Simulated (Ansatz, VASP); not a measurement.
**Te2Mo in VASP and in Ansatz**

```xyz
3
Lattice="0.0000 3.3148 3.3148 3.3148 0.0000 3.3148 3.3148 3.3148 0.0000" Properties=species:S:1:pos:R:3 pbc="T T T"
Mo    0.0000    0.0000    0.0000
Te    1.6574    1.6574    1.6574
Te    4.9722    4.9722    4.9722
```

Alike in both runs: task single point; functional HSE06; k mesh 4 × 4 × 4; occupations methfessel-paxton of order 1, width 0.05 eV; no spin polarisation.

|  | VASP | Ansatz |
| --- | --- | --- |
| version | VASP 6.6.1 | Ansatz 0.2.0 |
| potentials or method | VASP PAW PBE potentials, release 64 (Mo_sv, Te) | plane waves |
| plane-wave cutoff (eV) | 520 | 420 |
| valence electrons in the cell | 26 | 46 |

|  | VASP | Ansatz | Ansatz less VASP |
| --- | --- | --- | --- |
| pressure (GPa) | -2.2 | -2.0 | +0.23 |

The functional is the same, so the differences come from potentials, cutoffs and numerics. VASP's potentials hold 26 valence electrons a cell and Ansatz's 46, so a difference there can come from the potentials and not from the codes. Ansatz's warnings: filled band counts differ across k points, stress exchange threshold loose, stress scf threshold loose.

The k mesh is coarse, so the values compare programs but aren't converged. Spin-orbit coupling is off throughout.
